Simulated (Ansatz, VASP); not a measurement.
# One calculation of Ta6H, two programs

```
Ta H
1.0
     5.72020    0.00000    0.00000
    -1.90673    5.39306    0.00000
     0.00000    0.00000   23.42053
Ta H
12 2
Cartesian
  0.9534 1.3483 8.0000
  0.0000 4.0448 8.0000
  3.8135 1.3483 8.0000
  2.8601 4.0448 8.0000
  1.9067 2.6965 10.3353
  2.8601 0.0000 10.3353
  -0.9534 2.6965 10.3353
  0.0000 0.0000 10.3353
  2.8601 4.0448 12.6705
  3.8135 1.3483 12.6705
  0.0000 4.0448 12.6705
  0.9534 1.3483 12.6705
  0.9534 1.3483 15.2905
  0.9534 1.3483 16.0405
```

Alike in both runs: task single point; functional PBE; k mesh 5 × 5 × 1; occupations fermi-dirac, width 0.05 eV; no spin polarisation.

|  | VASP | Ansatz |
| --- | --- | --- |
| version | VASP 6.6.1 | Ansatz 0.2.0 |
| potentials or method | VASP PAW PBE potentials, release 64 (Ta_pv, H) | Ansatz PAW |
| plane-wave cutoff (eV) | 520 | 420 |
| valence electrons in the cell | 134 | 158 |

|  | VASP | Ansatz | Ansatz less VASP |
| --- | --- | --- | --- |
| gap on the k mesh at the Fermi level (eV) | none | none | - |
| rms of the force components (eV/Å) | 0.161 | 0.162 | +0.0017 |
| work function, face that differs most (eV) | 4.84 | 4.85 | +0.002 |

Atom by atom the forces differ by 0.003 eV/Å (rms over components). A gap of «none» marks a metal or a gap that the smearing closes. VASP's potentials hold 134 valence electrons a cell and Ansatz's 158, so a difference there can come from the potentials and not from the codes.

Spin-orbit coupling is off throughout.
